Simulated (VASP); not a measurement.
# SiO (P-6m2) in VASP: vibrations by perturbation theory with PBEsol

Aim: the vibrations by perturbation theory of SiO with PBEsol.

Program: VASP 6.6.1. These are calculated values, not measurements. Logs are shortened: lines on timing, memory, paths and dates and some standing lists are left out, and cuts for length are marked.

**1. The cell of the first run**

It takes space group P-6m2 (No. 187, hexagonal). Conventional cell: a = 2.668 Å, b = 2.668 Å, c = 3.092 Å, α = 90.00°, β = 90.00°, γ = 120.00°. Within 2.9 Å of Si (site symmetry -6m2) lie 6 O at 2.18 Å and 6 Si at 2.67 Å. O (site symmetry -6m2) has 6 Si at 2.18 Å and 6 O at 2.67 Å within 2.9 Å.

**2. Vibrations by perturbation theory, PBEsol**

Input file INCAR:

```
SYSTEM = SiO
PREC     = Accurate       ! precision mode
ENCUT    = 520            ! plane-wave cutoff, eV
EDIFF    = 1E-8           ! SCF threshold, eV
ISMEAR   = -1             ! smearing method
SIGMA    = 0.15           ! smearing width, eV
LREAL    = .False.        ! projectors in reciprocal space
LASPH    = .True.         ! aspherical terms in the spheres
NELM     = 60             ! most SCF steps
ALGO     = Normal         ! electronic algorithm
ISIF     = 2              ! what is computed and relaxed
LWAVE    = .False.        ! write WAVECAR
LCHARG   = .False.        ! write CHGCAR
GGA      = PS             ! functional
IBRION   = 8              ! ionic algorithm
NSW      = 1              ! ionic steps
```

Input file KPOINTS:

```
Automatic mesh
0
Gamma
  18 18 16
  0 0 0
```

Input file POSCAR:

```
SiO
1.0
    2.6680129068      0.0000000000      0.0000000000
   -1.3340064534      2.3105669549      0.0000000000
    0.0000000000      0.0000000000      3.0920349499
Si O
1 1
Direct
    0.6666666667      0.3333333333      0.0000000000
    0.0000000000      0.0000000000      0.5000000000
```

Potentials or basis: VASP PAW PBE potentials, release 64 (Si, O).

Launch:

```
> cat potpaw_PBE.64/Si/POTCAR potpaw_PBE.64/O/POTCAR > POTCAR
> mpirun -np 1 vasp_std > vasp.out
```

OUTCAR:

```text
SYSTEM = SiO
   PREC = Accurate
   ENCUT = 520
   EDIFF = 1E-8
   ISMEAR = -1
   LREAL = .False.
   LASPH = .True.
   NELM = 60
   ISIF = 2
   GGA = PS
   IBRION = 8
   NSW = 1

 ion  position               nearest neighbor table
   1  0.667  0.333  0.000-   2 2.18   2 2.18   2 2.18   2 2.18   2 2.18   2 2.18
   2  0.000  0.000  0.500-   1 2.18   1 2.18   1 2.18   1 2.18   1 2.18   1 2.18

  LATTYP: Found a hexagonal cell.
 ALAT       =     2.6680129068
 C/A-ratio  =     1.1589280329

  Lattice vectors:

 A1 = (   2.6680129068,   0.0000000000,   0.0000000000)
 A2 = (  -1.3340064534,   2.3105669549,   0.0000000000)
 A3 = (   0.0000000000,   0.0000000000,   3.0920349499)

Analysis of symmetry for initial positions (statically):
=====================================================================
 Subroutine PRICEL returns:
 Original cell was already a primitive cell.

 Routine SETGRP: Setting up the symmetry group for a
 hexagonal supercell.

 Subroutine GETGRP returns: Found 12 space group operations
 (whereof 12 operations were pure point group operations)
 out of a pool of 24 trial point group operations.

The static configuration has the point symmetry D_3h.

Analysis of symmetry for dynamics (positions and initial velocities):
=====================================================================
 Subroutine PRICEL returns:
 Original cell was already a primitive cell.

 Routine SETGRP: Setting up the symmetry group for a
 hexagonal supercell.

 Subroutine GETGRP returns: Found 12 space group operations
 (whereof 12 operations were pure point group operations)
 out of a pool of 24 trial point group operations.

The dynamic configuration has the point symmetry D_3h.

 Subroutine INISYM returns: Found 12 space group operations
 (whereof 12 operations are pure point group operations),
[... 450 lines left out ...]
  in kB        1.4125006      1.4125006      3.3393499      0.0000000     -0.0000000     -0.0000000
  external PRESSURE =       2.0547837 kB  Pullay stress =       0.0000000 kB

 VOLUME and BASIS-vectors are now :
 -----------------------------------------------------------------------------
  energy-cutoff  :      520.00
  volume of cell :       19.06
      direct lattice vectors                 reciprocal lattice vectors
     2.668012907  0.000000000  0.000000000     0.374810781  0.216397105  0.000000000
    -1.334006453  2.310566955  0.000000000     0.000000000  0.432794210  0.000000000
     0.000000000  0.000000000  3.092034950     0.000000000  0.000000000  0.323411610

 POSITION                                       TOTAL-FORCE (eV/Angst)
 -----------------------------------------------------------------------------------
      1.33401      0.77019      0.00000         0.000000      0.000000      0.000000
      0.00000      0.00000      1.54602        -0.000000      0.000000      0.000000
 -----------------------------------------------------------------------------------
    total drift:                                0.000000     -0.000000      0.000000

  FREE ENERGIE OF THE ION-ELECTRON SYSTEM (eV)
  ---------------------------------------------------
  free  energy   TOTEN  =       -12.1033528275 eV

  energy  without entropy=      -12.0779013396  energy(sigma->0) =      -12.09062708

[... ionic steps 2 to 3 ...]

--------------------------------------- Ionic step        4  -------------------------------------------

------------------------ aborting loop because EDIFF is reached ----------------------------------------
[... 11 lines left out ...]
[... ionic steps 8 to 8 ...]

--------------------------------------- Ionic step        9  -------------------------------------------

 Free energy of the ion-electron system (eV)
  ---------------------------------------------------
  ---------------------------------------------------
  free energy    TOTEN  =        -0.36569062 eV

  energy without entropy =       -0.36569062

------------------------ aborting loop because EDIFF is reached ----------------------------------------

 INTERNAL STRAIN TENSOR  FOR ION    2  DIRECTION 3   (eV/Angst):
 -----------------------------------------------------------------------------
    -0.01131  0.00000 -0.00000
     0.00000 -0.01131 -0.00000
     0.00000  0.00000  0.04851

 INTERNAL STRAIN TENSOR FOR ION    2 for displacements in x,y,z  (eV/Angst):
          X           Y           Z          XY          YZ          ZX
  --------------------------------------------------------------------------------
  x     0.00000     0.00000     0.00000    -3.55490     0.00000     0.00000
  y    -3.55490     3.55490     0.00000     0.00000     0.00000     0.00000
  z     0.00000     0.00000     0.00000     0.00000     0.00000     0.00000

 SECOND DERIVATIVES (NOT SYMMETRIZED)
 ------------------------------------
               1X          1Y          1Z          2X          2Y          2Z
  1X     3.150006    0.000000    0.000000   -3.150006    0.000000    0.000000
  1Y     0.000000    3.150006    0.000000    0.000000   -3.150006    0.000000
  1Z     0.000000    0.000000    9.220878    0.000000    0.000000   -9.220878
  2X    -3.147840    0.000000    0.000000    3.147840    0.000000    0.000000
  2Y     0.000000   -3.147840    0.000000    0.000000    3.147840    0.000000
  2Z    -0.000000    0.000000   -9.222160    0.000000    0.000000    9.222160

 Eigenvectors and eigenvalues of the dynamical matrix
 ----------------------------------------------------

   1 f  =    0.001437 THz     0.009028 2PiTHz    0.047929 cm-1     0.005942 meV
             X         Y         Z           dx          dy          dz
      1.334006  0.770189  0.000000    -0.783467    0.151939    0.000000
      0.000000  0.000000  1.546017    -0.591552    0.114720    0.000000
[... 21 lines left out ...]
   6 f/i=   14.869772 THz    93.429533 2PiTHz  496.002205 cm-1    61.496408 meV
             X         Y         Z           dx          dy          dz
      1.334006  0.770189  0.000000    -0.000000   -0.000000   -0.602414
      0.000000  0.000000  1.546017     0.000000    0.000000    0.798184

--------------------------------------------------------------------------------------------------------

 ELASTIC MODULI CONTR FROM IONIC RELAXATION (kBar)
 Direction    XX          YY          ZZ          XY          YZ          ZX
 --------------------------------------------------------------------------------
 XX           0.0000      0.0000      0.0000      0.0000      0.0000      0.0000
 YY           0.0000      0.0000      0.0000      0.0000      0.0000      0.0000
 ZZ           0.0000      0.0000      0.0000      0.0000      0.0000      0.0000
 XY           0.0000      0.0000      0.0000      0.0000      0.0000      0.0000
 YZ           0.0000      0.0000      0.0000      0.0000      0.0000      0.0000
 ZX           0.0000      0.0000      0.0000      0.0000      0.0000      0.0000
 --------------------------------------------------------------------------------
```

OSZICAR:

```text
N       E                     dE             d eps       ncg     rms          rms(c)
DAV:   1     0.193234829151E+02    0.19323E+02   -0.55916E+03  6210   0.102E+03
DAV:   2    -0.120768654030E+02   -0.31400E+02   -0.30088E+02  7600   0.160E+02
DAV:   3    -0.129207962246E+02   -0.84393E+00   -0.84153E+00  7278   0.264E+01
DAV:   4    -0.129235675486E+02   -0.27713E-02   -0.27710E-02  7191   0.161E+00
[... 66 lines left out ...]
RMM:   8    -0.365690570493E+00   -0.27391E-06   -0.18002E-08 16132   0.909E-05    0.171E-05
RMM:   9    -0.365690630550E+00   -0.60057E-07   -0.59670E-09 15829   0.470E-05    0.493E-06
RMM:  10    -0.365690619589E+00    0.10961E-07   -0.49132E-09 15309   0.280E-05    0.148E-06
RMM:  11    -0.365690618816E+00    0.77301E-09   -0.70724E-09 13232   0.241E-05    0.158E-07
 Linear response finished
```

Wall time 4.3 min (1 thread of Intel Xeon 6975P-C (Granite Rapids), shared host); peak memory 0.59 GiB.

Results:

- Highest phonon frequency at Γ, LO-TO splitting left out: 0 cm⁻¹
- Most unstable mode: 496i cm⁻¹

Phonon frequencies in cm⁻¹ (negative: imaginary):
| q point | frequencies |
| --- | --- |
| (0.000, 0.000, 0.000) | -496 -290 -290 0 0 0 |

Caveat: some modes are imaginary; the PAW data sets were made with another functional, which shifts forces and pressure a little.
